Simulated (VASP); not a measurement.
# PbF2 (Fluorocronite) (Fm-3m) in VASP: a series of runs, part 2 of 2

VASP 6.6.1. The steps go on from the part before.

### Step 4. Single point, revPBE

Input file INCAR:

```
SYSTEM = PbF2
ALGO = Normal
EDIFF = 1E-6
ENCUT = 600
GGA = RE
GGA_COMPAT = .FALSE.
ISIF = 2
ISMEAR = -1
LASPH = .TRUE.
LCHARG = .FALSE.
LREAL = .FALSE.
LWAVE = .FALSE.
NBANDS = 21
NELM = 120
PREC = Accurate
SIGMA = 0.05
```

Input file KPOINTS:

```
k-points
0
G
  8 8 8
  0 0 0
```

Input file POSCAR:

```
PbF2
1.0
    0.0000000000      2.9636600000      2.9636600000
    2.9636600000      0.0000000000      2.9636600000
    2.9636600000      2.9636600000      0.0000000000
Pb F
1 2
Direct
    0.0000000000      0.0000000000      0.0000000000
    0.7500000000      0.7500000000      0.7500000000
    0.2500000000      0.2500000000      0.2500000000
```

Potentials or basis: VASP PAW PBE potentials, release 64 (Pb_d, F).

Run with:

```bash
$ cat potpaw_PBE.64/Pb_d/POTCAR potpaw_PBE.64/F/POTCAR > POTCAR
$ mpirun -np 1 vasp_std > vasp.out
```

OUTCAR:

```text
SYSTEM = PbF2
   EDIFF = 1E-6
   ENCUT = 600
   GGA = RE
   ISIF = 2
   ISMEAR = -1
   LASPH = .TRUE.
   LREAL = .FALSE.
   NELM = 120
   PREC = Accurate

 ion  position               nearest neighbor table
   1  0.000  0.000  0.000-   2 2.57   2 2.57   2 2.57   3 2.57   3 2.57   3 2.57   3 2.57   2 2.57

   2  0.750  0.750  0.750-   1 2.57   1 2.57   1 2.57   1 2.57
   3  0.250  0.250  0.250-   1 2.57   1 2.57   1 2.57   1 2.57

  LATTYP: Found a face centered cubic cell.
 ALAT       =     5.9273200000

  Lattice vectors:

 A1 = (   0.0000000000,   2.9636600000,   2.9636600000)
[... 193 lines left out ...]
      6     -12.4258      2.00000
[... 565 lines left out ...]
     20      18.2828      0.00000
     21      18.7764      0.00000

 [... further k-points ...]
[... 5 lines left out ...]
  --------------------------------------------------------------------------------------
  -------------------------------------------------------------------------------------
  Total        1.5763937      1.5763937      1.5763937      0.0000000      0.0000000      0.0000000
  in kB       48.5132235     48.5132235     48.5132235      0.0000000      0.0000000      0.0000000
  external PRESSURE =      48.5132235 kB  Pullay stress =       0.0000000 kB

 VOLUME and BASIS-vectors are now :
 -----------------------------------------------------------------------------
  energy-cutoff  :      600.00
  volume of cell :       52.06
      direct lattice vectors                 reciprocal lattice vectors
     0.000000000  2.963660000  2.963660000    -0.168710311  0.168710311  0.168710311
     2.963660000  0.000000000  2.963660000     0.168710311 -0.168710311  0.168710311
     2.963660000  2.963660000  0.000000000     0.168710311  0.168710311 -0.168710311

 POSITION                                       TOTAL-FORCE (eV/Angst)
 -----------------------------------------------------------------------------------
      0.00000      0.00000      0.00000         0.000000     -0.000000     -0.000000
      4.44549      4.44549      4.44549         0.000000      0.000000      0.000000
      1.48183      1.48183      1.48183        -0.000000     -0.000000     -0.000000
 -----------------------------------------------------------------------------------
    total drift:                                0.000000      0.000000      0.000000

  FREE ENERGIE OF THE ION-ELECTRON SYSTEM (eV)
  ---------------------------------------------------
  free  energy   TOTEN  =       -13.5129882428 eV

  energy  without entropy=      -13.5129882428  energy(sigma->0) =      -13.51298824
```

OSZICAR:

```text
N       E                     dE             d eps       ncg     rms          rms(c)
DAV:   1     0.319134943471E+03    0.31913E+03   -0.15915E+04  1236   0.169E+03
DAV:   2     0.148170923984E+02   -0.30432E+03   -0.28527E+03  1303   0.452E+02
DAV:   3    -0.145749286758E+02   -0.29392E+02   -0.29042E+02  1456   0.148E+02
DAV:   4    -0.154327991058E+02   -0.85787E+00   -0.85728E+00  1391   0.260E+01
DAV:   5    -0.154609194812E+02   -0.28120E-01   -0.28119E-01  1600   0.495E+00    0.815E+00
DAV:   6    -0.134827097053E+02    0.19782E+01   -0.88177E+00  1606   0.233E+01    0.265E+00
DAV:   7    -0.134985429882E+02   -0.15833E-01   -0.46225E-01  1273   0.413E+00    0.161E+00
DAV:   8    -0.135142571816E+02   -0.15714E-01   -0.11415E-01  1233   0.380E+00    0.572E-01
DAV:   9    -0.135107714167E+02    0.34858E-02   -0.21146E-02  1670   0.112E+00    0.113E-01
DAV:  10    -0.135129407841E+02   -0.21694E-02   -0.27668E-03  1243   0.386E-01    0.382E-02
DAV:  11    -0.135129707677E+02   -0.29984E-04   -0.14445E-04  1368   0.109E-01    0.126E-02
DAV:  12    -0.135129885675E+02   -0.17800E-04   -0.28788E-05  1296   0.410E-02    0.478E-03
DAV:  13    -0.135129882428E+02    0.32472E-06   -0.30866E-06  1412   0.169E-02
   1 F= -.13512988E+02 E0= -.13512988E+02  d E =-.896522E-11
```

stdout:

```text
POSCAR found type information on POSCAR PbF
 POSCAR found :  2 types and       3 ions
 scaLAPACK will be used
 -----------------------------------------------------------------------------
|                                                                             |
|                                                                             |
|     You enforced a specific xc type in the INCAR file but a different       |
|     I HOPE YOU KNOW WHAT YOU ARE DOING!                                     |
|                                                                             |
 -----------------------------------------------------------------------------

 LDA part: xc-table for (Slater+PW92), standard interpolation
 POSCAR, INCAR and KPOINTS ok, starting setup
 FFT: planning ... GRIDC
 FFT: planning ... GRID_SOFT
 FFT: planning ... GRID
 WAVECAR not read
 entering main loop
```

It took 69 s on 1 thread of AMD EPYC 7R43 (Zen 3), shared host; peak memory 0.17 GiB.

Results:

```
Free energy            : -13.5130 eV
Pressure               : 4.9 GPa
Band gap on the k mesh : 4.52 eV, indirect (least direct gap 4.66 eV)
```

Caveat: the PAW data sets were made with another functional, which shifts forces and pressure a little; spin-orbit coupling is left out, which moves the levels of the heavy elements. A k mesh can miss the band edges.

### Step 5. Single point, BLYP

Input file INCAR:

```
SYSTEM = PbF2
  PREC = Accurate
  ENCUT = 600
  EDIFF = 1E-6
  ISMEAR = -1
  SIGMA = 0.05
  LREAL = .FALSE.
  LASPH = .TRUE.
  NELM = 120
  ALGO = Normal
  ISIF = 2
  LWAVE = .FALSE.
  LCHARG = .FALSE.
  GGA = B5
  ALDAX = 1.0
  AGGAX = 1.0
  AGGAC = 1.0
  ALDAC = 0.0
  NBANDS = 21
  GGA_COMPAT = .FALSE.
```

Input file KPOINTS:

```
Automatic mesh
0
G
  8 8 8
  0 0 0
```

POSCAR is that of step 4.

Potentials or basis: VASP PAW PBE potentials, release 64 (Pb_d, F).

Run with:

```bash
$ cat potpaw_PBE.64/Pb_d/POTCAR potpaw_PBE.64/F/POTCAR > POTCAR
$ mpirun -np 1 vasp_std > vasp.out
```

OUTCAR:

```text
SYSTEM = PbF2
   PREC = Accurate
   ENCUT = 600
   EDIFF = 1E-6
   ISMEAR = -1
   LREAL = .FALSE.
   LASPH = .TRUE.
   NELM = 120
   ISIF = 2
   GGA = B5

 ion  position               nearest neighbor table
   1  0.000  0.000  0.000-   2 2.57   2 2.57   2 2.57   3 2.57   3 2.57   3 2.57   3 2.57   2 2.57

   2  0.750  0.750  0.750-   1 2.57   1 2.57   1 2.57   1 2.57
   3  0.250  0.250  0.250-   1 2.57   1 2.57   1 2.57   1 2.57

  LATTYP: Found a face centered cubic cell.
 ALAT       =     5.9273200000

  Lattice vectors:

 A1 = (   0.0000000000,   2.9636600000,   2.9636600000)
 A2 = (   2.9636600000,   0.0000000000,   2.9636600000)
 A3 = (   2.9636600000,   2.9636600000,   0.0000000000)

Analysis of symmetry for initial positions (statically):
=====================================================================
 Subroutine PRICEL returns:
 Original cell was already a primitive cell.

 Routine SETGRP: Setting up the symmetry group for a
 face centered cubic supercell.

 Subroutine GETGRP returns: Found 48 space group operations
 (whereof 48 operations were pure point group operations)
 out of a pool of 48 trial point group operations.

The static configuration has the point symmetry O_h .

Analysis of symmetry for dynamics (positions and initial velocities):
=====================================================================
 Subroutine PRICEL returns:
 Original cell was already a primitive cell.

 Routine SETGRP: Setting up the symmetry group for a
 face centered cubic supercell.

 Subroutine GETGRP returns: Found 48 space group operations
 (whereof 48 operations were pure point group operations)
 out of a pool of 48 trial point group operations.

The dynamic configuration has the point symmetry O_h .

 Subroutine INISYM returns: Found 48 space group operations
 (whereof 48 operations are pure point group operations),
 and found     1 'primitive' translations

[... 108 lines left out ...]
   NUPDOWN=      -1.0000    fix difference up-down
   EMIN   =  10.00;   EMAX   =-10.00  energy-range for DOS
   EFERMI =   0.00;   METHOD = LEGACY
   ISMEAR =    -1;   SIGMA  =   0.05  broadening in eV -4-tet -1-fermi 0-gaus
   EFERMI_NEDOS =   21; number of points for ismear=-14 and -15
   IALGO  =     38    algorithm
   IMIX   =      4    mixing-type and parameters
     AMIX     =   0.40;   BMIX     =  1.00
     AMIX_MAG =   1.60;   BMIX_MAG =  1.00
  volume/ion in A,a.u.               =      17.35       117.11
  Fermi-wavevector in a.u.,A,eV,Ry     =   1.331340  2.515869 24.115883  1.772467
  Thomas-Fermi vector in A             =   2.460359
   LORBIT       =      0    0 simple, 1 ext, 2 COOP (PROOUT), +10 PAW based schemes
   GGA     = B5    functional components
   LHFCALC =     F    Hartree Fock is set to
   AEXX    =    0.0000 exact exchange contribution
   IVDW    =     0    specifies the selected vdW correction
   LEPSILON=     F    determine dielectric tensor
   LRPA    =     F    only Hartree local field effects (RPA)
 non-spin polarized calculation
  energy-cutoff  :      600.00
  volume of cell :       52.06
 maximum number of plane-waves:      1807
 NGX is ok and might be reduce to    36
   NGX = 17   NGY = 17   NGZ = 17

 number of electron      28.0000008 magnetization

 Free energy of the ion-electron system (eV)
  ---------------------------------------------------
  ext. energy  EPLUGINS =         0.00000000
  ---------------------------------------------------
  free energy    TOTEN  =       -13.81994796 eV

  energy without entropy =      -13.81994796  energy(sigma->0) =      -13.81994796

 E-fermi :   3.2787     XC(G=0):  -9.1129

 val. band max:        2.1241479455   @ k =  -0.2500   0.5000   0.2500
 cond. band min:       6.6110847942   @ k =   0.5000   0.5000   0.0000
 fundamental gap:      4.4869368487
 Fermi energy:         3.2787114920

 k-point     1 :       0.0000    0.0000    0.0000
  band No.  band energies     occupation
      1     -18.8554      2.00000
      2     -18.2313      2.00000
      3     -12.1820      2.00000
      4     -12.1820      2.00000
      5     -12.1820      2.00000
      6     -12.1203      2.00000
[... 565 lines left out ...]
     20      18.2965      0.00000
     21      18.7742      0.00000

 [... further k-points ...]
[... 5 lines left out ...]
  --------------------------------------------------------------------------------------
  -------------------------------------------------------------------------------------
  Total        1.6199491      1.6199491      1.6199491     -0.0000000      0.0000000      0.0000000
  in kB       49.8536332     49.8536332     49.8536332     -0.0000000      0.0000000      0.0000000
  external PRESSURE =      49.8536332 kB  Pullay stress =       0.0000000 kB

 VOLUME and BASIS-vectors are now :
 -----------------------------------------------------------------------------
  energy-cutoff  :      600.00
  volume of cell :       52.06
      direct lattice vectors                 reciprocal lattice vectors
     0.000000000  2.963660000  2.963660000    -0.168710311  0.168710311  0.168710311
     2.963660000  0.000000000  2.963660000     0.168710311 -0.168710311  0.168710311
     2.963660000  2.963660000  0.000000000     0.168710311  0.168710311 -0.168710311

 POSITION                                       TOTAL-FORCE (eV/Angst)
 -----------------------------------------------------------------------------------
      0.00000      0.00000      0.00000        -0.000000      0.000000      0.000000
      4.44549      4.44549      4.44549        -0.000000     -0.000000      0.000000
      1.48183      1.48183      1.48183         0.000000      0.000000     -0.000000
 -----------------------------------------------------------------------------------
    total drift:                                0.000000      0.000000      0.000000

  FREE ENERGIE OF THE ION-ELECTRON SYSTEM (eV)
  ---------------------------------------------------
  free  energy   TOTEN  =       -13.8199479605 eV

  energy  without entropy=      -13.8199479605  energy(sigma->0) =      -13.81994796
```

stdout:

```text
POSCAR found type information on POSCAR PbF
 POSCAR found :  2 types and       3 ions
 scaLAPACK will be used
 -----------------------------------------------------------------------------
|                                                                             |
|                                                                             |
|     You enforced a specific xc type in the INCAR file but a different       |
|     I HOPE YOU KNOW WHAT YOU ARE DOING!                                     |
|                                                                             |
 -----------------------------------------------------------------------------

 LDA part: xc-table for (Slater(with rela. corr.)+VWN5), standard interpolation
 POSCAR, INCAR and KPOINTS ok, starting setup
 FFT: planning ... GRIDC
 FFT: planning ... GRID_SOFT
 FFT: planning ... GRID
 WAVECAR not read
 entering main loop
```

Run time: 88 s. Hardware: 1 thread of AMD EPYC 7R43 (Zen 3), shared host; peak memory 0.18 GiB.

Results:

```
Free energy            : -13.8199 eV
Pressure               : 5.0 GPa
Band gap on the k mesh : 4.49 eV, indirect (least direct gap 4.63 eV)
```

Caveat: the PAW data sets were made with another functional, which shifts forces and pressure a little; spin-orbit coupling is left out, which moves the levels of the heavy elements.

### Step 6. Single point, PBE

Input file INCAR:

```
ALGO = Normal
EDIFF = 1E-6
ENCUT = 600
GGA = PE
GGA_COMPAT = F
ISIF = 2
ISMEAR = 0
LASPH = T
LCHARG = T
LELF = T
LREAL = F
LVHAR = T
LWAVE = F
NBANDS = 21
NELM = 120
PREC = Accurate
SIGMA = 0.012
```

Input file KPOINTS:

```
k-points
0
Gamma
  8 8 8
```

POSCAR is that of step 5.

Potentials or basis: VASP PAW PBE potentials, release 64 (Pb_d, F).

Run with:

```bash
$ cat potpaw_PBE.64/Pb_d/POTCAR potpaw_PBE.64/F/POTCAR > POTCAR
$ mpirun -np 1 vasp_std > vasp.out
```

Run time: 64 s. Hardware: 1 thread of AMD EPYC 7R43 (Zen 3), shared host; peak memory 0.18 GiB.

It converged, with:

| Item | Value |
| --- | --- |
| Free energy | -14.3374 eV |
| Pressure | 2.4 GPa |
| Band gap on the k mesh | 4.42 eV, indirect (least direct gap 4.56 eV) |

Levels at points of the mesh, in eV from the valence-band top:
| k point | band 10 | band 11 | band 12 | band 13 | band 14 | band 15 | band 16 | band 17 | band 18 | band 19 |
| --- | --- | --- | --- | --- | --- | --- | --- | --- | --- | --- |
| (0.00, 0.00, 0.00) | -2.48 | -2.48 | -1.98 | -1.98 | -1.98 | 6.78 | 6.78 | 6.78 | 10.64 | 15.15 |
| (0.50, 0.00, 0.00) | -2.68 | -2.68 | -2.15 | -2.15 | -0.03 | 5.03 | 7.67 | 7.67 | 13.22 | 13.75 |
| (0.50, 0.50, 0.00) | -3.55 | -1.56 | -1.56 | -1.56 | -0.15 | 4.42 | 7.90 | 7.90 | 8.96 | 14.20 |

Caveat: spin-orbit coupling is left out, which moves the levels of the heavy elements. A k mesh can miss the band edges.

### Step 7. Summary

```csv
level,k mesh,cutoff (eV),smearing,grid for exact exchange (PRECFOCK),screening parameter,gap on the mesh (eV),pressure (GPa)
HSE06,6 × 6 × 6,520,fermi-dirac 0.05 eV,Normal,0.2079 1/Å,5.76,0.8
RPBE,8 × 8 × 8,600,fermi-dirac 0.05 eV,-,-,4.55,5.7
revPBE,8 × 8 × 8,600,fermi-dirac 0.05 eV,-,-,4.52,4.9
BLYP,8 × 8 × 8,600,fermi-dirac 0.05 eV,-,-,4.49,5.0
PBE,8 × 8 × 8,600,gaussian 0.012 eV,-,-,4.42,2.4
```

Alike in all rows: task single point; potentials or basis VASP PAW PBE potentials, release 64 (Pb_d, F); no spin polarisation; cell as given.

On the cell as given the gap runs from 4.42 eV (PBE) to 5.76 eV (HSE06); the meshes differ, which moves gaps too. The pressure there spans 0.8 GPa (HSE06) to 5.7 GPa (RPBE); a positive pressure means that this level wants a larger cell, a negative one a smaller.

Caveats: spin-orbit coupling is left out, which moves the levels of the heavy elements; the PAW data sets were made with another functional, which shifts forces and pressure a little (some runs).

Total energies depend on the potentials used, so only differences within one code and one set of settings carry meaning.
